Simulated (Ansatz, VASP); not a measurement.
# CsPbBr3 in VASP and in Ansatz

```
Cs Pb Br
1.0
     5.93612    0.00000    0.00000
     0.00000    5.93612    0.00000
     0.00000    0.00000    5.93612
Cs Pb Br
1 1 3
Direct
  0.00000 0.00000 0.00000
  0.50000 0.50000 0.50000
  0.00000 0.50000 0.50000
  0.50000 0.00000 0.50000
  0.50000 0.50000 0.00000
```

Alike in both runs: functional r2SCAN; k mesh 6 × 6 × 6; occupations gaussian, width 0.02 eV; no spin polarisation.

Ansatz relaxed the structure, and its values are those at the end. VASP's run is a single point on that final structure, the one shown.

```csv
,VASP,Ansatz
version,VASP 6.6.1,Ansatz 0.2.0
potentials or method,"VASP PAW PBE potentials, release 64 (Cs_sv, Pb_d, Br), cutoff 520 eV","scalar-relativistic, plane waves, PAW"
valence electrons in the cell,44,44
```

Ansatz gave:

```
gap on the k mesh at the Fermi level (eV) : 2.03
least direct gap on the mesh (eV)         : 2.03
pressure (GPa)                            : 0.0
```

Problem. Estimate VASP's values.

Solution. gap on the k mesh at the Fermi level (eV): 2.04; least direct gap on the mesh (eV): 2.04; pressure (GPa): 0.0.

VASP's potentials were made for PBE, not for r2SCAN. The functional is the same, so the differences come from potentials, cutoffs and numerics.

Neither program's run includes spin-orbit coupling.
